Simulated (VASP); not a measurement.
# LuSc4O (Cmmm) in VASP: single point with PBE

Aim: the single point of LuSc4O with PBE.

Everything below comes from runs of VASP 6.6.1. Logs are shortened: lines on timing, memory, paths and dates and some standing lists are left out, and cuts for length are marked.

### Step 1. The cell of the first run

The structure is orthorhombic, space group Cmmm (No. 65). Conventional cell: a = 5.264 Å, b = 12.337 Å, c = 5.347 Å, α = 90.00°, β = 90.00°, γ = 90.00°. Within 4.4 Å of Lu (site symmetry mmm) lie 12 Sc at 3.35 to 4.19 Å and 4 O at 3.75 Å. Sc (site symmetry m2m) has 1 O at 1.87 Å within 2.5 Å. Sc (site symmetry 2/m) has 6 Sc at 2.63 to 3.22 Å and 2 Lu at 3.35 Å within 3.5 Å. O (site symmetry mmm) has 2 Sc at 1.87 Å within 2.5 Å.

The cell was generated, and may not be a known phase.

### Step 2. Single point, PBE

INCAR reads:

```
  ALGO = Normal
  EDIFF = 1E-6
  ENCUT = 520
  GGA = PE
  ISIF = 2
  ISMEAR = 0
  LASPH = True
  LCHARG = False
  LREAL = False
  LWAVE = False
  NBANDS = 46
  NELM = 60
  PREC = Accurate
  SIGMA = 0.1
```

KPOINTS reads:

```
k-points
0
Gamma
  8 8 8
```

POSCAR reads:

```
LuSc4O
1.0
    2.6321421858     -6.1686398083      0.0000000000
    2.6321421858      6.1686398083      0.0000000000
    0.0000000000      0.0000000000      5.3471625812
Lu Sc O
1 4 1
Direct
    0.0000000000      0.0000000000      0.5000000000
    0.3486031936      0.6513968064      0.0000000000
    0.6513968064      0.3486031936      0.0000000000
    0.0000000000      0.5000000000      0.5000000000
    0.5000000000      0.0000000000      0.5000000000
    0.5000000000      0.5000000000      0.0000000000
```

Potentials or basis: VASP PAW PBE potentials, release 64 (Lu, Sc_sv, O).

Launch:

```console
cat potpaw_PBE.64/Lu/POTCAR potpaw_PBE.64/Sc_sv/POTCAR potpaw_PBE.64/O/POTCAR > POTCAR
mpirun -np 1 vasp_std > vasp.out
```

OUTCAR:

```text
EDIFF = 1E-6
   ENCUT = 520
   GGA = PE
   ISIF = 2
   ISMEAR = 0
   LASPH = True
   LREAL = False
   NELM = 60
   PREC = Accurate

 ion  position               nearest neighbor table
   1  0.000  0.000  0.500-   4 3.35   5 3.35   4 3.35   5 3.35
   2  0.349  0.651  0.000-   6 1.87   5 3.22   4 3.22   4 3.22   5 3.22
   3  0.651  0.349  0.000-   6 1.87   5 3.22   4 3.22   4 3.22   5 3.22
   4  0.000  0.500  0.500-   5 2.63   5 2.63   2 3.22   2 3.22   3 3.22   3 3.22   1 3.35   1 3.35

   5  0.500  0.000  0.500-   4 2.63   4 2.63   2 3.22   2 3.22   3 3.22   3 3.22   1 3.35   1 3.35

   6  0.500  0.500  0.000-   2 1.87   3 1.87

  LATTYP: Found a base centered orthorhombic cell.
 ALAT       =     5.2642843716
 B/A-ratio  =     2.3435815290
 C/A-ratio  =     1.0157434902

  Lattice vectors:

 A1 = (   2.6321421858,  -6.1686398083,   0.0000000000)
 A2 = (   2.6321421858,   6.1686398083,   0.0000000000)
 A3 = (   0.0000000000,   0.0000000000,   5.3471625812)

Analysis of symmetry for initial positions (statically):
=====================================================================
 Subroutine PRICEL returns:
 Original cell was already a primitive cell.

 Routine SETGRP: Setting up the symmetry group for a
 base centered orthorhombic supercell.

 Subroutine GETGRP returns: Found  8 space group operations
 (whereof  8 operations were pure point group operations)
 out of a pool of  8 trial point group operations.

The static configuration has the point symmetry D_2h.

Analysis of symmetry for dynamics (positions and initial velocities):
=====================================================================
 Subroutine PRICEL returns:
 Original cell was already a primitive cell.

 Routine SETGRP: Setting up the symmetry group for a
 base centered orthorhombic supercell.

 Subroutine GETGRP returns: Found  8 space group operations
 (whereof  8 operations were pure point group operations)
 out of a pool of  8 trial point group operations.

The dynamic configuration has the point symmetry D_2h.

 Subroutine INISYM returns: Found  8 space group operations
 (whereof  8 operations are pure point group operations),
 and found     1 'primitive' translations

----------------------------------------------------------------------------------------

                                     Primitive cell

  volume of cell :     173.6409

  direct lattice vectors                    reciprocal lattice vectors
     2.632142186 -6.168639808  0.000000000     0.189959343 -0.081055146  0.000000000
[... 94 lines left out ...]
   EDIFF  = 0.1E-05   stopping-criterion for ELM
   LREAL  =      F    real-space projection
   EDIFFG = 0.1E-04   stopping-criterion for IOM
   NSW    =      0    number of steps for IOM
   IBRION =     -1    ionic relax: 0-MD 1-quasi-New 2-CG
   NFREE  =      0    steps in history (QN), initial steepest desc. (CG)
   ISIF   =      2    stress and relaxation
   ISYM   =      2    0-nonsym 1-usesym 2-fastsym
   POTIM  = 0.5000    time-step for ionic-motion
   TEBEG  =    0.0;   TEEND  =   0.0 temperature during run
   PSTRESS=    0.0 pullay stress
   NELECT =      75.0000    total number of electrons
   NUPDOWN=      -1.0000    fix difference up-down
   EMIN   =  10.00;   EMAX   =-10.00  energy-range for DOS
   EFERMI =   0.00;   METHOD = LEGACY
   ISMEAR =     0;   SIGMA  =   0.10  broadening in eV -4-tet -1-fermi 0-gaus
   EFERMI_NEDOS =   21; number of points for ismear=-14 and -15
   IALGO  =     38    algorithm
   IMIX   =      4    mixing-type and parameters
     AMIX     =   0.40;   BMIX     =  1.00
     AMIX_MAG =   1.60;   BMIX_MAG =  1.00
  volume/ion in A,a.u.               =      28.94       195.30
  Fermi-wavevector in a.u.,A,eV,Ry     =   1.237498  2.338532 20.835983  1.531402
  Thomas-Fermi vector in A             =   2.372063
   LORBIT       =      0    0 simple, 1 ext, 2 COOP (PROOUT), +10 PAW based schemes
   GGA     = PE    functional components
   LHFCALC =     F    Hartree Fock is set to
   AEXX    =    0.0000 exact exchange contribution
   IVDW    =     0    specifies the selected vdW correction
   LEPSILON=     F    determine dielectric tensor
   LRPA    =     F    only Hartree local field effects (RPA)
 non-spin polarized calculation
 Gauss-broadening in eV      SIGMA  =   0.10
  energy-cutoff  :      520.00
  volume of cell :      173.64
 maximum number of plane-waves:      4712
 NGX is ok and might be reduce to    50
   NGX = 25   NGY = 25   NGZ = 19

 number of electron      74.9999998 magnetization

 Free energy of the ion-electron system (eV)
  ---------------------------------------------------
  ext. energy  EPLUGINS =         0.00000000
  ---------------------------------------------------
  free energy    TOTEN  =       -35.38244758 eV

  energy without entropy =      -35.35933503  energy(sigma->0) =      -35.37089130

 E-fermi :   2.0846     XC(G=0):  -8.8800

 val. band max:        2.0818560593   @ k =   0.3750   0.3750   0.0000
 cond. band min:       2.0850881095   @ k =   0.3750  -0.0000   0.0000
 fundamental gap:      0.0032320502
 Fermi energy:         2.0846214329

 k-point     1 :       0.0000    0.0000    0.0000
  band No.  band energies     occupation
      1     -55.6557      2.00000
      2     -47.7620      2.00000
      3     -47.7508      2.00000
      4     -47.1676      2.00000
      5     -46.9526      2.00000
      6     -26.6206      2.00000
[... 1165 lines left out ...]
     45       3.5526      0.00000
     46       4.0225      0.00000

 [... further k-points ...]
[... 5 lines left out ...]
  --------------------------------------------------------------------------------------
  -------------------------------------------------------------------------------------
  Total        0.0425583      0.5756672      0.0054773     -0.0000000      0.0000000      0.0000000
  in kB        0.3926831      5.3116557      0.0505388     -0.0000000      0.0000000      0.0000000
  external PRESSURE =       1.9182925 kB  Pullay stress =       0.0000000 kB

 VOLUME and BASIS-vectors are now :
 -----------------------------------------------------------------------------
  energy-cutoff  :      520.00
  volume of cell :      173.64
      direct lattice vectors                 reciprocal lattice vectors
     2.632142186 -6.168639808  0.000000000     0.189959343 -0.081055146  0.000000000
     2.632142186  6.168639808  0.000000000     0.189959343  0.081055146  0.000000000
     0.000000000  0.000000000  5.347162581     0.000000000  0.000000000  0.187015073

 POSITION                                       TOTAL-FORCE (eV/Angst)
 -----------------------------------------------------------------------------------
      0.00000      0.00000      2.67358        -0.000000     -0.000000      0.000000
      2.63214      1.86782      0.00000        -0.000000      0.147081      0.000000
      2.63214     -1.86782      0.00000        -0.000000     -0.147081      0.000000
      1.31607      3.08432      2.67358        -0.000000     -0.000000      0.000000
      1.31607     -3.08432      2.67358        -0.000000     -0.000000      0.000000
      2.63214      0.00000      0.00000         0.000000      0.000000      0.000000
 -----------------------------------------------------------------------------------
    total drift:                               -0.000000     -0.000000     -0.000000

  FREE ENERGIE OF THE ION-ELECTRON SYSTEM (eV)
  ---------------------------------------------------
  free  energy   TOTEN  =       -35.3824475796 eV

  energy  without entropy=      -35.3593350299  energy(sigma->0) =      -35.37089130
```

OSZICAR:

```text
N       E                     dE             d eps       ncg     rms          rms(c)
DAV:   1     0.127182612857E+04    0.12718E+04   -0.32035E+04 13694   0.364E+03
DAV:   2     0.148868966136E+03   -0.11230E+04   -0.10945E+04 13604   0.958E+02
DAV:   3    -0.210248116701E+02   -0.16989E+03   -0.16509E+03 15820   0.331E+02
DAV:   4    -0.403153709491E+02   -0.19291E+02   -0.18756E+02 16672   0.883E+01
DAV:   5    -0.418206083174E+02   -0.15052E+01   -0.14813E+01 17712   0.220E+01    0.185E+01
DAV:   6    -0.360728069425E+02    0.57478E+01   -0.39932E+01 17264   0.325E+01    0.781E+00
DAV:   7    -0.355908027394E+02    0.48200E+00   -0.65748E+00 14984   0.149E+01    0.440E+00
DAV:   8    -0.354323599719E+02    0.15844E+00   -0.14598E+00 13824   0.855E+00    0.176E+00
DAV:   9    -0.353820591469E+02    0.50301E-01   -0.47242E-01 16136   0.398E+00    0.872E-01
DAV:  10    -0.353818353894E+02    0.22376E-03   -0.42675E-02 15568   0.129E+00    0.406E-01
DAV:  11    -0.353822947542E+02   -0.45936E-03   -0.68397E-03 16144   0.569E-01    0.149E-01
DAV:  12    -0.353824746474E+02   -0.17989E-03   -0.14890E-03 15128   0.303E-01    0.477E-02
DAV:  13    -0.353824401739E+02    0.34474E-04   -0.17524E-04 16120   0.110E-01    0.171E-02
DAV:  14    -0.353824477039E+02   -0.75300E-05   -0.48513E-05 16400   0.505E-02    0.118E-02
DAV:  15    -0.353824475796E+02    0.12432E-06   -0.52683E-06 12936   0.187E-02
   1 F= -.35382448E+02 E0= -.35370891E+02  d E =-.231125E-01
```

It took 11 min on 1 thread of Intel Xeon 6975P-C (Granite Rapids), shared host; peak memory 0.85 GiB.

What came out:

```
Free energy            : -35.3824 eV
Pressure               : 0.2 GPa
Largest force          : 0.147 eV/Å
Band gap on the k mesh : zero (an odd number of electrons rules out a gap without spin polarisation)
```

Forces in eV/Å, atoms in the order of the input:
```
Lu   0.000  0.000  0.000
Sc   0.000  0.147  0.000
Sc   0.000 -0.147  0.000
Sc   0.000  0.000  0.000
Sc   0.000  0.000  0.000
O    0.000  0.000  0.000
```

Stress tensor (GPa, compression positive):
```
0.04 0.00 0.00
0.00 0.53 0.00
0.00 0.00 0.01
```

Levels at points of the mesh, in eV from the Fermi level:
```
           k point  band 34  band 35  band 36  band 37  band 38  band 39  band 40  band 41  band 42  band 43
(0.00, 0.00, 0.00)    -1.11    -0.73    -0.60    -0.55    -0.13     0.20     0.46     0.50     0.55     0.59
(0.50, 0.00, 0.00)    -1.22    -0.69    -0.27    -0.11    -0.01     0.47     0.55     0.69     0.97     1.01
(0.50, 0.50, 0.00)    -0.70    -0.40    -0.33    -0.24     0.13     0.24     0.43     0.62     0.76     0.99
(0.00, 0.00, 0.50)    -1.09    -0.87    -0.81    -0.40    -0.34     0.38     0.70     0.72     1.22     1.22
(0.50, 0.00, 0.50)    -1.27    -1.11    -0.47    -0.32     0.23     0.26     0.29     0.88     0.89     1.12
(0.50, 0.50, 0.50)    -1.46    -1.25    -0.94    -0.16    -0.06     0.18     0.33     0.86     0.91     1.00
```

Caveat: spin-orbit coupling is left out, which moves the levels of the heavy elements.
